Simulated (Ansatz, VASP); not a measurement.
**Mo in VASP and in Ansatz**

Contents of INCAR:

```
PREC = Accurate ; ENCUT = 500
EDIFF = 1E-6 ; ISMEAR = 0
SIGMA = 0.1 ; LREAL = False
LASPH = True ; NELM = 120
ALGO = Normal ; ISIF = 2
LWAVE = False ; LCHARG = True
GGA = PS ; LELF = True
LVHAR = True ; NBANDS = 13
GGA_COMPAT = False
```

Contents of KPOINTS:

```
regular mesh
0
Gamma
  18 18 18
```

The input POSCAR:

```
Mo
1.0
    0.0000000000      1.9612599500      1.9612599500
    1.9612599500      0.0000000000      1.9612599500
    1.9612599500      1.9612599500      0.0000000000
Mo
1
Direct
    0.0000000000      0.0000000000      0.0000000000
```

Input for Ansatz:

```yaml
crystal:
  lattice:
    - [0.0, 1.96125995, 1.96125995]
    - [1.96125995, 0.0, 1.96125995]
    - [1.96125995, 1.96125995, 0.0]
  atoms:
    - { symbol: Mo, position: [0.0, 0.0, 0.0] }
basis:
  ecutwfc: 420
kpoints:
  mp_grid: { grid: [18, 18, 18] }
hamiltonian:
  xc: pbesol
scf:
  occupations: { method: gaussian, width: 0.1 }
output:
  forces: true
  stress: true
  eigenvalues: true
```

Alike in both runs: task single point; functional PBEsol; k mesh 18 × 18 × 18; occupations gaussian, width 0.1 eV; no spin polarisation.

```csv
,VASP,Ansatz
version,VASP 6.6.1,Ansatz 0.2.0
potentials or method,"VASP PAW PBE potentials, release 64 (Mo_sv), cutoff 500 eV","scalar-relativistic, plane waves, PAW"
valence electrons in the cell,14,14
```

Ansatz gave:

- gap on the k mesh at the Fermi level (eV): none
- pressure (GPa): 7.9

**Question.** Estimate VASP's values.

**Answer.** gap on the k mesh at the Fermi level (eV): none; pressure (GPa): 8.6.

VASP's potentials were made for PBE, not for PBEsol. A gap of «none» marks a metal or a gap that the smearing closes.
